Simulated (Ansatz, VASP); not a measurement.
**SrCl2 in VASP and in Ansatz**

```
Sr Cl
1.0
     0.00000    3.53436    3.76834
     3.53436    0.00000    3.76834
     3.53436    3.53436    0.00000
Sr Cl
1 2
Direct
  0.00000 0.00000 0.00000
  0.25000 0.25000 0.25000
  0.75000 0.75000 0.75000
```

Alike in both runs: task single point; functional PBE; k mesh 6 × 6 × 6; occupations gaussian, width 0.05 eV; no spin polarisation.

```csv
,VASP,Ansatz
version,VASP 6.6.1,Ansatz 0.2.0
potentials or method,"VASP PAW PBE potentials, release 64 (Sr_sv, Cl), cutoff 520 eV","scalar-relativistic, plane waves, PAW"
valence electrons in the cell,24,24
```

Ansatz gave:

```
gap on the k mesh at the Fermi level (eV)                     : 4.73
least direct gap on the mesh (eV)                             : 5.01
pressure (GPa)                                                : -2.1
traceless stress, the component that is largest in VASP (GPa) : -1.90
```

Question: Which values does VASP return?

Answer: gap on the k mesh at the Fermi level (eV): 4.73; least direct gap on the mesh (eV): 5.01; pressure (GPa): -2.1; traceless stress, the component that is largest in VASP (GPa): -1.89.

The functional is the same, so the differences come from potentials, cutoffs and numerics.
